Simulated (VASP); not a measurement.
# MoS2 in VASP: a series of runs, part 2 of 2

VASP 6.6.1.

## Step 4: Single point, PBE

Input file INCAR:

```
ALGO = Normal ; EDIFF = 1E-6
ENCUT = 520 ; GGA = PE
ISIF = 2 ; ISMEAR = 0
LASPH = True ; LCHARG = True
LELF = True ; LREAL = False
LVHAR = True ; LWAVE = False
NBANDS = 49 ; NELM = 80
PREC = Accurate ; SIGMA = 0.015
```

Input file KPOINTS:

```
k-points
0
Gamma
  10 10 1
```

Input file POSCAR:

```
MoS2
1.0
    3.1840155185      0.0000000000      0.0000000000
   -1.5920077592      2.7574383250      0.0000000000
    0.0000000000      0.0000000000     28.3873198000
Mo S
3 6
Direct
    0.3333333333      0.6666666667      0.2281647700
    0.3333333333      0.6666666667      0.7718352300
    0.6666666667      0.3333333333      0.0000000000
    0.6666666667      0.3333333333      0.1734930900
    0.6666666667      0.3333333333      0.7171875100
    0.3333333333      0.6666666667      0.9453341200
    0.6666666667      0.3333333333      0.2828124900
    0.6666666667      0.3333333333      0.8265069100
    0.3333333333      0.6666666667      0.0546658800
```

Potentials or basis: VASP PAW PBE potentials, release 64 (Mo_sv, S).

The run is started by

```sh
$ cat potpaw_PBE.64/Mo_sv/POTCAR potpaw_PBE.64/S/POTCAR > POTCAR
$ mpirun -np 1 vasp_std > vasp.out
```

OUTCAR:

```text
EDIFF = 1E-6
   ENCUT = 520
   GGA = PE
   ISIF = 2
   ISMEAR = 0
   LASPH = True
   LREAL = False
   NELM = 80
   PREC = Accurate

 ion  position               nearest neighbor table
   1  0.333  0.667  0.228-   7 2.41   7 2.41   7 2.41   4 2.41   4 2.41   4 2.41
   2  0.333  0.667  0.772-   5 2.41   5 2.41   5 2.41   8 2.41   8 2.41   8 2.41
   3  0.667  0.333  0.000-   6 2.41   9 2.41   6 2.41   9 2.41   6 2.41   9 2.41
   4  0.667  0.333  0.173-   1 2.41   1 2.41   1 2.41
   5  0.667  0.333  0.717-   2 2.41   2 2.41   2 2.41
[... 934 lines left out ...]
  Total        0.7377919      0.7377919      2.2360463      0.0000000      0.0000000      0.0000000
  in kB        4.7428465      4.7428465     14.3742765      0.0000000      0.0000000      0.0000000
  external PRESSURE =       7.9533232 kB  Pullay stress =       0.0000000 kB

 VOLUME and BASIS-vectors are now :
 -----------------------------------------------------------------------------
  energy-cutoff  :      520.00
  volume of cell :      249.23
      direct lattice vectors                 reciprocal lattice vectors
     3.184015518  0.000000000  0.000000000     0.314068821  0.181327718  0.000000000
    -1.592007759  2.757438325  0.000000000     0.000000000  0.362655437  0.000000000
     0.000000000  0.000000000 28.387319800     0.000000000  0.000000000  0.035226996

 POSITION                                       TOTAL-FORCE (eV/Angst)
 -----------------------------------------------------------------------------------
     -0.00000      1.83829      6.47699         0.000000      0.000000      0.005376
     -0.00000      1.83829     21.91033         0.000000      0.000000     -0.005376
      1.59201      0.91915      0.00000         0.000000     -0.000000      0.000000
      1.59201      0.91915      4.92500        -0.000000      0.000000     -0.155215
      1.59201      0.91915     20.35903        -0.000000     -0.000000     -0.204400
     -0.00000      1.83829     26.83550        -0.000000      0.000000     -0.156597
      1.59201      0.91915      8.02829        -0.000000     -0.000000      0.204400
      1.59201      0.91915     23.46232        -0.000000      0.000000      0.155215
     -0.00000      1.83829      1.55182        -0.000000      0.000000      0.156597
 -----------------------------------------------------------------------------------
    total drift:                                0.000000     -0.000000      0.000000

  FREE ENERGIE OF THE ION-ELECTRON SYSTEM (eV)
  ---------------------------------------------------
  free  energy   TOTEN  =       -65.5323056919 eV

  energy  without entropy=      -65.5323056919  energy(sigma->0) =      -65.53230569
```

stdout:

```text
POSCAR found type information on POSCAR MoS
 POSCAR found :  2 types and       9 ions
 scaLAPACK will be used
 LDA part: xc-table for (Slater+PW92), standard interpolation
 POSCAR, INCAR and KPOINTS ok, starting setup
 FFT: planning ... GRIDC
 FFT: planning ... GRID_SOFT
 FFT: planning ... GRID
 WAVECAR not read
 entering main loop
```

It took 6.8 min on 1 thread of AMD EPYC 7R13, shared host; peak memory 0.38 GiB.

What came out:

| Item | Value |
| --- | --- |
| Free energy | -65.5323 eV |
| Largest force | 0.204 eV/Å |
| Band gap on the k mesh | 1.32 eV (least direct gap 1.88 eV) |

Forces in eV/Å, atoms in the order of the input:
```
Mo   0.000  0.000  0.005
Mo   0.000  0.000 -0.005
Mo   0.000  0.000  0.000
S    0.000  0.000 -0.155
S    0.000  0.000 -0.204
S    0.000  0.000 -0.157
S    0.000  0.000  0.204
S    0.000  0.000  0.155
S    0.000  0.000  0.157
```

Caveat: there is no dipole correction, which matters where the two faces differ.

## Step 5: Relaxation of the atoms, PBE

Input file INCAR:

```
ALGO = Normal
EDIFF = 1E-7
EDIFFG = -0.01
ENCUT = 450
GGA = PE
GGA_COMPAT = F
IBRION = 2
ISIF = 2
ISMEAR = -1
LASPH = T
LCHARG = F
LREAL = F
LWAVE = F
NELM = 120
NELMIN = 4
NSW = 60
PREC = Accurate
SIGMA = 0.05
```

Input file KPOINTS:

```
k-points
0
Gamma
  7 7 1
```

POSCAR is that of step 4.

The run is started by

```sh
$ cat potpaw_PBE.64/Mo_sv/POTCAR potpaw_PBE.64/S/POTCAR > POTCAR
$ mpirun -np 1 vasp_std > vasp.out
```

Run time: 25 min. Hardware: 1 thread of Intel Xeon Platinum 8488C (Sapphire Rapids), shared host; peak memory 0.38 GiB.

It converged, with:

```yaml
Free_energy: -65.5626 eV
Energy_gained_by_relaxing: 3.6 meV/atom
Ionic_steps: 32
Largest_force_after_relaxing: 0.008 eV/Å
Band_gap_on_the_k_mesh: 1.61 eV (least direct gap 2.12 eV)
```

Forces on the atoms (eV/Å):
```
Mo   0.000  0.000  0.001
Mo   0.000  0.000 -0.001
Mo   0.000  0.000  0.000
S    0.000  0.000  0.003
S    0.000  0.000 -0.007
S    0.000  0.000  0.008
S    0.000  0.000  0.007
S    0.000  0.000 -0.003
S    0.000  0.000 -0.008
```

Step by step:
| step | energy change (eV) | largest force (eV/Å) | pressure (GPa) |
| --- | --- | --- | --- |
| 1 | 0.0000 | 0.2049 | 0.75 |
| 2 | -0.0048 | 0.0337 | 0.24 |
| 3 | -0.0048 | 0.0367 | 0.18 |
| 4 | -0.0049 | 0.0322 | 0.17 |
| 5 | -0.0049 | 0.0421 | 0.17 |
| 6 | -0.0050 | 0.0423 | 0.17 |
| 7 | -0.0051 | 0.0419 | 0.17 |
| 8 | -0.0054 | 0.0416 | 0.17 |
| 9 | -0.0061 | 0.0412 | 0.17 |
| 10 | -0.0073 | 0.0404 | 0.16 |
| 11 | -0.0095 | 0.0386 | 0.16 |
| 12 | -0.0135 | 0.0473 | 0.14 |
| 13 | -0.0196 | 0.0958 | 0.11 |
| 14 | -0.0262 | 0.1882 | 0.08 |
| 15 | -0.0266 | 0.1785 | 0.07 |
| 16 | -0.0278 | 0.1493 | 0.06 |
| 17 | -0.0295 | 0.0916 | 0.04 |
| 18 | -0.0303 | 0.1736 | -0.01 |
| 19 | -0.0304 | 0.1298 | 0.00 |
| 20 | -0.0311 | 0.0869 | -0.01 |
| 21 | -0.0314 | 0.0550 | -0.02 |
| 22 | -0.0312 | 0.1142 | -0.04 |
| 23 | -0.0314 | 0.0756 | -0.03 |
| 24 | -0.0317 | 0.0560 | -0.02 |
| 25 | -0.0319 | 0.0566 | -0.01 |
| 26 | -0.0320 | 0.0186 | 0.00 |
| 27 | -0.0320 | 0.0120 | 0.00 |
| 28 | -0.0320 | 0.0133 | 0.01 |
| 29 | -0.0321 | 0.0101 | 0.00 |
| 30 | -0.0321 | 0.0152 | 0.00 |
| 31 | -0.0321 | 0.0113 | 0.00 |
| 32 | -0.0321 | 0.0078 | 0.00 |

Final structure:
```yaml
crystal:
  lattice:
    - [3.18402, 0.00000, 0.00000]
    - [-1.59201, 2.75744, 0.00000]
    - [0.00000, 0.00000, 28.38732]
  atoms:
    - { symbol: Mo, position: [0.33333, 0.66667, 0.24485] }
    - { symbol: Mo, position: [0.33333, 0.66667, 0.75515] }
    - { symbol: Mo, position: [0.66667, 0.33333, 0.00000] }
    - { symbol: S, position: [0.66667, 0.33333, 0.18982] }
    - { symbol: S, position: [0.66667, 0.33333, 0.70013] }
    - { symbol: S, position: [0.33333, 0.66667, 0.94496] }
    - { symbol: S, position: [0.66667, 0.33333, 0.29987] }
    - { symbol: S, position: [0.66667, 0.33333, 0.81018] }
    - { symbol: S, position: [0.33333, 0.66667, 0.05504] }
```

Levels at points of the mesh, in eV from the valence-band top:
```csv
k point,band 36,band 37,band 38,band 39,band 40,band 41,band 42,band 43
"(0.00, 0.00, 0.00)",-1.68,-0.42,-0.19,0.00,2.51,2.51,2.51,2.51
```

Caveat: there is no dipole correction, which matters where the two faces differ.

## Step 6: The runs side by side

| task | level | potentials or basis | cell | k mesh | cutoff (eV) | smearing | gap on the mesh (eV) | largest force (eV/Å) |
| --- | --- | --- | --- | --- | --- | --- | --- | --- |
| relaxation of cell and atoms | LDA | VASP PAW LDA potentials, release 64 (Mo_sv, S) | relaxed from a = 3.184, b = 3.184, c = 28.387 Å, angles 90.0, 90.0, 120.0°, 9 atoms, atomic positions A | 10 × 10 × 1 | 600 | fermi-dirac 0.05 eV | 1.01 | 0.01 |
| single point | BLYP+D4 | VASP PAW PBE potentials, release 64 (Mo_sv, S) | a = 3.197, b = 3.197, c = 27.090 Å, angles 90.0, 90.0, 120.0°, 9 atoms, atomic positions B | 10 × 10 × 1 | 520 | fermi-dirac 0.05 eV | 0.98 | 0.01 |
| single point | PBE | VASP PAW PBE potentials, release 64 (Mo_sv, S) | a = 3.184, b = 3.184, c = 28.387 Å, angles 90.0, 90.0, 120.0°, 9 atoms, atomic positions A | 10 × 10 × 1 | 520 | gaussian 0.015 eV | 1.32 | 0.20 |
| relaxation of the atoms | PBE | VASP PAW PBE potentials, release 64 (Mo_sv, S) | atoms relaxed from a = 3.184, b = 3.184, c = 28.387 Å, angles 90.0, 90.0, 120.0°, 9 atoms, atomic positions A | 7 × 7 × 1 | 450 | fermi-dirac 0.05 eV | 1.61 | 0.01 |

Alike in all rows: no spin polarisation.

Caveats: there is no dipole correction, which matters where the two faces differ; the PAW data sets were made with another functional, which shifts forces and pressure a little (at least some runs).

Total energies depend on the potentials used, so only differences within one code and one set of settings carry meaning.
